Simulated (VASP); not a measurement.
A run of VASP 6.6.1:

INCAR

```
  PREC = Accurate
  ENCUT = 520
  EDIFF = 1E-6
  ISMEAR = 0
  SIGMA = 0.1
  LREAL = False
  LASPH = True
  NELM = 150
  ALGO = Normal
  ISIF = 2
  LWAVE = False
  LCHARG = False
  ISPIN = 2
  MAGMOM = 2.71 0 0
  LORBIT = 11
  LMAXMIX = 4
  GGA = PE
  NBANDS = 31
```

File KPOINTS:

```
Automatic mesh
0
Gamma
  6 6 4
```

File POSCAR:

```
CrW2
1.0
    4.5187152626      0.0000000000      0.0000000000
   -2.2593576313      3.9133222099      0.0000000000
    0.0000000000      0.0000000000      2.6472509709
Cr W
1 2
Direct
    0.0000000000      0.0000000000      0.0000000000
    0.3333333333      0.6666666667      0.5000000000
    0.6666666667      0.3333333333      0.5000000000
```

Potentials or basis: VASP PAW PBE potentials, release 64 (Cr_pv, W_sv).

The run is started by

```sh
$ cat potpaw_PBE.64/Cr_pv/POTCAR potpaw_PBE.64/W_sv/POTCAR > POTCAR
$ mpirun -np 1 vasp_std > vasp.out
```

Hardware: 1 thread of Intel(R) Xeon(R) 6975P-C (Granite Rapids), on a shared host.

Q: Estimate the wall time of this run.

A: Run time: 110 s on 1 thread of Intel(R) Xeon(R) 6975P-C (Granite Rapids), on a shared host, peak memory 0.21 GiB. Counts: scf iterations 65, k points 21.
